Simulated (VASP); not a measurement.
# Si3N4 (nc) (Fd-3m) in VASP: relaxation of the atoms with PBE

Aim: the relaxation of the atoms of Si3N4 (nc) with PBE.

Program: VASP 6.6.1. These are calculated values, not measurements. Logs are shortened: lines on timing, memory, paths and dates and some standing lists are left out, and cuts for length are marked.

### Step 1. The cell of the first run

It takes space group Fd-3m (No. 227, cubic). Conventional cell: a = 7.552 Å, b = 7.552 Å, c = 7.552 Å, α = 90.00°, β = 90.00°, γ = 90.00°. Si (site symmetry -3m) has 6 N at 1.84 Å within 2.4 Å. Within 2.3 Å of Si (site symmetry -43m) lie 4 N at 1.73 Å. N (site symmetry 3m) has 4 Si at 1.73 to 1.84 Å within 2.3 Å.

### Step 2. Relaxation of the atoms, PBE (volume scaled by 0.91)

File INCAR:

```
SYSTEM = Si3N4
PREC     = Accurate       ! precision mode
ENCUT    = 520            ! plane-wave cutoff, eV
EDIFF    = 1E-7           ! SCF threshold, eV
ISMEAR   = 0              ! smearing method
SIGMA    = 0.02           ! smearing width, eV
LREAL    = .FALSE.        ! projectors in reciprocal space
LASPH    = .TRUE.         ! aspherical terms in the spheres
NELM     = 120            ! most SCF steps
ALGO     = Normal         ! electronic algorithm
ISIF     = 2              ! what is computed and relaxed
LWAVE    = .FALSE.        ! write WAVECAR
LCHARG   = .FALSE.        ! write CHGCAR
GGA      = PE             ! functional
IBRION   = 2              ! ionic algorithm
NSW      = 50             ! ionic steps
EDIFFG   = -0.01          ! ionic threshold
GGA_COMPAT= .FALSE.      
NELMIN   = 4
```

File KPOINTS:

```
Automatic mesh
0
G
  6 6 6
  0 0 0
```

File POSCAR:

```
Si3N4
1.0
    0.0000000000      3.7762145505      3.7762145505
    3.7762145505      0.0000000000      3.7762145505
    3.7762145505      3.7762145505      0.0000000000
Si N
6 8
Direct
    0.1250000000      0.1250000000      0.6250000000
    0.1250000000      0.6250000000      0.1250000000
    0.6250000000      0.1250000000      0.1250000000
    0.1250000000      0.1250000000      0.1250000000
    0.7500000000      0.7500000000      0.7500000000
    0.5000000000      0.5000000000      0.5000000000
    0.3678682578      0.3678682578      0.3678682578
    0.3536047734      0.8821317422      0.8821317422
    0.8821317422      0.8821317422      0.3536047734
    0.8821317422      0.3536047734      0.8821317422
    0.3678682578      0.3678682578      0.8963952266
    0.3678682578      0.8963952266      0.3678682578
    0.8821317422      0.8821317422      0.8821317422
    0.8963952266      0.3678682578      0.3678682578
```

Potentials or basis: VASP PAW PBE potentials, release 64 (Si, N).

Command:

```bash
$ cat potpaw_PBE.64/Si/POTCAR potpaw_PBE.64/N/POTCAR > POTCAR
$ mpirun -np 1 vasp_std > vasp.out
```

OUTCAR:

```text
SYSTEM = Si3N4
   PREC = Accurate
   ENCUT = 520
   EDIFF = 1E-7
   ISMEAR = 0
   LREAL = .FALSE.
   LASPH = .TRUE.
   NELM = 120
   ISIF = 2
   GGA = PE
   IBRION = 2
   NSW = 50
   EDIFFG = -0.01
   NELMIN = 4

 ion  position               nearest neighbor table
   1  0.125  0.125  0.625-   7 1.84  13 1.84  10 1.84  12 1.84   8 1.84  14 1.84   4 2.67   2 2.67
                             3 2.67   4 2.67   2 2.67   3 2.67   6 3.13   5 3.13   5 3.13   6 3.13
   2  0.125  0.625  0.125-   7 1.84  13 1.84   9 1.84  11 1.84   8 1.84  14 1.84   4 2.67   1 2.67
                             1 2.67   3 2.67   4 2.67   3 2.67   6 3.13   6 3.13   5 3.13   5 3.13
   3  0.625  0.125  0.125-   7 1.84  13 1.84  10 1.84  11 1.84  12 1.84   9 1.84   4 2.67   1 2.67
                             2 2.67   1 2.67   2 2.67   4 2.67   6 3.13   6 3.13   6 3.13   5 3.13
   4  0.125  0.125  0.125-   8 1.84   9 1.84  10 1.84  11 1.84  12 1.84  14 1.84   1 2.67   2 2.67
                             3 2.67   1 2.67   2 2.67   3 2.67   5 3.13   6 3.13   5 3.13   6 3.13
   5  0.750  0.750  0.750-   8 1.73   9 1.73  10 1.73  13 1.73   2 3.13   3 3.13   1 3.13   2 3.13
                             3 3.13   4 3.13   1 3.13   3 3.13   4 3.13   1 3.13   2 3.13   4 3.13
   6  0.500  0.500  0.500-  11 1.73  12 1.73  14 1.73   7 1.73   3 3.13   4 3.13   2 3.13   3 3.13
                             4 3.13   1 3.13   2 3.13   3 3.13   1 3.13   2 3.13   4 3.13   1 3.13
   7  0.368  0.368  0.368-   6 1.73   2 1.84   3 1.84   1 1.84
   8  0.354  0.882  0.882-   5 1.73   4 1.84   1 1.84   2 1.84
   9  0.882  0.882  0.354-   5 1.73   4 1.84   2 1.84   3 1.84
  10  0.882  0.354  0.882-   5 1.73   4 1.84   1 1.84   3 1.84
  11  0.368  0.368  0.896-   6 1.73   4 1.84   2 1.84   3 1.84
  12  0.368  0.896  0.368-   6 1.73   4 1.84   1 1.84   3 1.84
  13  0.882  0.882  0.882-   5 1.73   2 1.84   3 1.84   1 1.84
  14  0.896  0.368  0.368-   6 1.73   4 1.84   1 1.84   2 1.84

  LATTYP: Found a face centered cubic cell.
 ALAT       =     7.5524291010

  Lattice vectors:

 A1 = (   0.0000000000,   3.7762145505,   3.7762145505)
 A2 = (   3.7762145505,   0.0000000000,   3.7762145505)
 A3 = (   3.7762145505,   3.7762145505,   0.0000000000)

Analysis of symmetry for initial positions (statically):
=====================================================================
 Subroutine PRICEL returns:
 Original cell was already a primitive cell.

 Routine SETGRP: Setting up the symmetry group for a
 face centered cubic supercell.

 Subroutine GETGRP returns: Found 48 space group operations
 (whereof 24 operations were pure point group operations)
 out of a pool of 48 trial point group operations.

The static configuration has the point symmetry T_d .
 The point group associated with its full space group is O_h .

Analysis of symmetry for dynamics (positions and initial velocities):
=====================================================================
 Subroutine PRICEL returns:
 Original cell was already a primitive cell.

 Routine SETGRP: Setting up the symmetry group for a
 face centered cubic supercell.

 Subroutine GETGRP returns: Found 48 space group operations
 (whereof 24 operations were pure point group operations)
 out of a pool of 48 trial point group operations.

The dynamic configuration has the point symmetry T_d .
 The point group associated with its full space group is O_h .

 Subroutine INISYM returns: Found 48 space group operations
 (whereof 24 operations are pure point group operations),
 and found     1 'primitive' translations

----------------------------------------------------------------------------------------

                                     Primitive cell

  volume of cell :     107.6961

  direct lattice vectors                    reciprocal lattice vectors
     0.000000000  3.776214551  3.776214551    -0.132407731  0.132407731  0.132407731
     3.776214551  0.000000000  3.776214551     0.132407731 -0.132407731  0.132407731
     3.776214551  3.776214551  0.000000000     0.132407731  0.132407731 -0.132407731

  length of vectors
     5.340373832  5.340373832  5.340373832     0.229336917  0.229336917  0.229336917

  position of ions in fractional coordinates (direct lattice)
     0.125000000  0.125000000  0.625000000
     0.125000000  0.625000000  0.125000000
     0.625000000  0.125000000  0.125000000
     0.125000000  0.125000000  0.125000000
     0.750000000  0.750000000  0.750000000
     0.500000000  0.500000000  0.500000000
     0.367868258  0.367868258  0.367868258
     0.353604773  0.882131742  0.882131742
     0.882131742  0.882131742  0.353604773
     0.882131742  0.353604773  0.882131742
     0.367868258  0.367868258  0.896395227
     0.367868258  0.896395227  0.367868258
     0.882131742  0.882131742  0.882131742
     0.896395227  0.367868258  0.367868258

  ion indices of the primitive-cell ions
   primitive index   ion index
                 1           1
                 2           2
                 3           3
                 4           4
                 5           5
                 6           6
                 7           7
                 8           8
                 9           9
                10          10
                11          11
                12          12
                13          13
                14          14

----------------------------------------------------------------------------------------

 KPOINTS: Automatic mesh

Automatic generation of k-mesh.
 Grid dimensions read from file:
 generate k-points for:    6    6    6

 Generating k-lattice:

  Cartesian coordinates                     Fractional coordinates (reciprocal lattice)
    -0.022067955  0.022067955  0.022067955     0.166666667  0.000000000  0.000000000
     0.022067955 -0.022067955  0.022067955     0.000000000  0.166666667  0.000000000
     0.022067955  0.022067955 -0.022067955     0.000000000  0.000000000  0.166666667

  Length of vectors
     0.038222820  0.038222820  0.038222820

  Shift w.r.t. Gamma in fractional coordinates (k-lattice)
     0.000000000  0.000000000  0.000000000

 Subroutine IBZKPT returns following result:
 ===========================================

 Found     16 irreducible k-points:

 Following reciprocal coordinates:
            Coordinates               Weight
  0.000000  0.000000  0.000000      1.000000
  0.166667  0.000000  0.000000      8.000000
  0.333333  0.000000  0.000000      8.000000
  0.500000  0.000000  0.000000      4.000000
  0.166667  0.166667  0.000000      6.000000
  0.333333  0.166667  0.000000     24.000000
[... 8 lines left out ...]
 -0.333333  0.333333  0.166667     24.000000
 -0.333333  0.500000  0.166667     12.000000
   k-points           NKPTS =     16   k-points in BZ     NKDIM =     16   number of bands    NBANDS=     40
   number of dos      NEDOS =    301   number of ions     NIONS =     14
   total plane-waves  NPLWV =  64000
   dimension x,y,z NGX =    40 NGY =   40 NGZ =   40
   dimension x,y,z NGXF=    80 NGYF=   80 NGZF=   80
   ions per type =               6   8
   NGX,Y,Z   is equivalent  to a cutoff of  12.45, 12.45, 12.45 a.u.
   NGXF,Y,Z  is equivalent  to a cutoff of  24.90, 24.90, 24.90 a.u.
 SYSTEM =  Si3N4
   PREC   = accura    normal or accurate (medium, high low for compatibility)
   ISTART =      0    job   : 0-new  1-cont  2-samecut
   ICHARG =      2    charge: 1-file 2-atom 10-const
   ISPIN  =      1    spin polarized calculation?
   LNONCOLLINEAR =      F non collinear calculations
   LSORBIT =      F    spin-orbit coupling
   LASPH  =      T    aspherical Exc in radial PAW
   ENCUT  =  520.0 eV  38.22 Ry    6.18 a.u.   9.93  9.93  9.93*2*pi/ulx,y,z
   NELM   =    120;   NELMIN=  4; NELMDL= -5     # of ELM steps
   EDIFF  = 0.1E-06   stopping-criterion for ELM
   LREAL  =      F    real-space projection
   EDIFFG = -.1E-01   stopping-criterion for IOM
   NSW    =     50    number of steps for IOM
   IBRION =      2    ionic relax: 0-MD 1-quasi-New 2-CG
   NFREE  =      1    steps in history (QN), initial steepest desc. (CG)
   ISIF   =      2    stress and relaxation
   ISYM   =      2    0-nonsym 1-usesym 2-fastsym
   POTIM  = 0.5000    time-step for ionic-motion
   TEBEG  =    0.0;   TEEND  =   0.0 temperature during run
   PSTRESS=    0.0 pullay stress
   NELECT =      64.0000    total number of electrons
   NUPDOWN=      -1.0000    fix difference up-down
   EMIN   =  10.00;   EMAX   =-10.00  energy-range for DOS
   EFERMI =   0.00;   METHOD = LEGACY
   ISMEAR =     0;   SIGMA  =   0.02  broadening in eV -4-tet -1-fermi 0-gaus
   EFERMI_NEDOS =   21; number of points for ismear=-14 and -15
   IALGO  =     38    algorithm
   IMIX   =      4    mixing-type and parameters
     AMIX     =   0.40;   BMIX     =  1.00
     AMIX_MAG =   1.60;   BMIX_MAG =  1.00
  volume/ion in A,a.u.               =       7.69        51.91
  Fermi-wavevector in a.u.,A,eV,Ry     =   1.376369  2.600960 25.774756  1.894391
  Thomas-Fermi vector in A             =   2.501620
   LORBIT       =      0    0 simple, 1 ext, 2 COOP (PROOUT), +10 PAW based schemes
   GGA     = PE    functional components
   LHFCALC =     F    Hartree Fock is set to
   AEXX    =    0.0000 exact exchange contribution
   IVDW    =     0    specifies the selected vdW correction
   LEPSILON=     F    determine dielectric tensor
   LRPA    =     F    only Hartree local field effects (RPA)
 conjugate gradient relaxation of ions
 non-spin polarized calculation
 Gauss-broadening in eV      SIGMA  =   0.02
  energy-cutoff  :      520.00
  volume of cell :      107.70
 maximum number of plane-waves:      2914
   NGX = 19   NGY = 19   NGZ = 19

--------------------------------------- Ionic step        1  -------------------------------------------

 number of electron      64.0000000 magnetization

 Free energy of the ion-electron system (eV)
  ---------------------------------------------------
  ext. energy  EPLUGINS =         0.00000000
  ---------------------------------------------------
  free energy    TOTEN  =      -111.49525692 eV

  energy without entropy =     -111.49525692  energy(sigma->0) =     -111.49525692

------------------------ aborting loop because EDIFF is reached ----------------------------------------

  FORCE on cell =-STRESS in cart. coord.  units (eV):
  Direction    XX          YY          ZZ          XY          YZ          ZX
  --------------------------------------------------------------------------------------
  -------------------------------------------------------------------------------------
  Total       22.0067344     22.0067344     22.0067344      0.0000000     -0.0000000     -0.0000000
  in kB      327.3905998    327.3905998    327.3905998      0.0000000     -0.0000000     -0.0000000
  external PRESSURE =     327.3905998 kB  Pullay stress =       0.0000000 kB
[... 81 lines left out ...]
  energy  without entropy=     -111.4931696503  energy(sigma->0) =     -111.49316965

--------------------------------------- Ionic step        3  -------------------------------------------

 number of electron      64.0000001 magnetization

 Free energy of the ion-electron system (eV)
  ---------------------------------------------------
  ext. energy  EPLUGINS =         0.00000000
  ---------------------------------------------------
  free energy    TOTEN  =      -111.49619452 eV

  energy without entropy =     -111.49619452  energy(sigma->0) =     -111.49619452

 E-fermi :  10.5211     XC(G=0): -12.6659

 val. band max:       10.3551401701   @ k =  -0.1667   0.1667   0.0000
 cond. band min:      14.0584221520   @ k =   0.0000   0.0000   0.0000
 fundamental gap:      3.7032819819
 Fermi energy:        10.5210651692

 k-point     1 :       0.0000    0.0000    0.0000
  band No.  band energies     occupation
      1      -9.3444      2.00000
      2      -5.7049      2.00000
      3      -4.7239      2.00000
      4      -4.7239      2.00000
      5      -4.7239      2.00000
      6      -3.6067      2.00000
[... 718 lines left out ...]
  FREE ENERGIE OF THE ION-ELECTRON SYSTEM (eV)
  ---------------------------------------------------
  free  energy   TOTEN  =      -111.4961945246 eV

  energy  without entropy=     -111.4961945246  energy(sigma->0) =     -111.49619452

 reached required accuracy - stopping structural energy minimisation
```

Run time: 5 min. Hardware: 1 thread of Intel Xeon 8259CL, shared host; peak memory 0.26 GiB.

Results:

- Free energy: -111.4962 eV
- Energy gained by relaxing: 0.1 meV/atom
- Ionic steps: 3
- Pressure after relaxing: 32.7 GPa
- Band gap on the k mesh: 3.70 eV, indirect (least direct gap 3.71 eV)

Step by step:
```tsv
step	energy change (eV)	largest force (eV/Å)	pressure (GPa)
1	0.0000	0.1165	32.74
2	0.0021	0.2096	32.52
3	-0.0009	0.0003	32.66
```

Final structure:
```cif
data_structure
_symmetry_space_group_name_H-M 'P 1'
_symmetry_Int_Tables_number 1
_cell_length_a 5.3404
_cell_length_b 5.3404
_cell_length_c 5.3404
_cell_angle_alpha 60.000
_cell_angle_beta 60.000
_cell_angle_gamma 60.000
_cell_volume 107.70
loop_
_atom_site_label
_atom_site_type_symbol
_atom_site_fract_x
_atom_site_fract_y
_atom_site_fract_z
_atom_site_occupancy
Si1 Si 0.12500 0.12500 0.62500 1
Si2 Si 0.12500 0.62500 0.12500 1
Si3 Si 0.62500 0.12500 0.12500 1
Si4 Si 0.12500 0.12500 0.12500 1
Si5 Si 0.75000 0.75000 0.75000 1
Si6 Si 0.50000 0.50000 0.50000 1
N1 N 0.36802 0.36802 0.36802 1
N2 N 0.35407 0.88198 0.88198 1
N3 N 0.88198 0.88198 0.35407 1
N4 N 0.88198 0.35407 0.88198 1
N5 N 0.36802 0.36802 0.89593 1
N6 N 0.36802 0.89593 0.36802 1
N7 N 0.88198 0.88198 0.88198 1
N8 N 0.89593 0.36802 0.36802 1
```

 A k mesh can miss the band edges.
